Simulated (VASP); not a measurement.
A run of VASP 6.6.1 is set up as follows.

The input INCAR:

```
  ALGO = Normal
  EDIFF = 1E-7
  EDIFFG = -0.001
  ENCUT = 750
  GGA = PE
  GGA_COMPAT = F
  IBRION = 2
  ISIF = 3
  ISMEAR = 0
  LASPH = T
  LCHARG = F
  LREAL = F
  LWAVE = F
  NELM = 120
  NELMIN = 4
  NSW = 80
  PREC = Accurate
  SIGMA = 0.01
```

File KPOINTS:

```
k-points
0
Gamma
  8 8 8
```

The input POSCAR:

```
Li2S
1.0
    0.0000000000      2.8540000000      2.8540000000
    2.8540000000      0.0000000000      2.8540000000
    2.8540000000      2.8540000000      0.0000000000
Li S
2 1
Direct
    0.2500000000      0.2500000000      0.2500000000
    0.7500000000      0.7500000000      0.7500000000
    0.0000000000      0.0000000000      0.0000000000
```

Potentials or basis: VASP PAW PBE potentials, release 64 (Li_sv, S).

Command:

```console
$ cat potpaw_PBE.64/Li_sv/POTCAR potpaw_PBE.64/S/POTCAR > POTCAR
$ mpirun -np 1 vasp_std > vasp.out
```

(1) Estimate the relaxed cell.

(2) What does it give for the relaxed volume?

Answers

(1) a = 4.030 Å, b = 4.030 Å, c = 4.030 Å, α = 60.00°, β = 60.00°, γ = 60.00°.

(2) 15.43 Å³/atom.
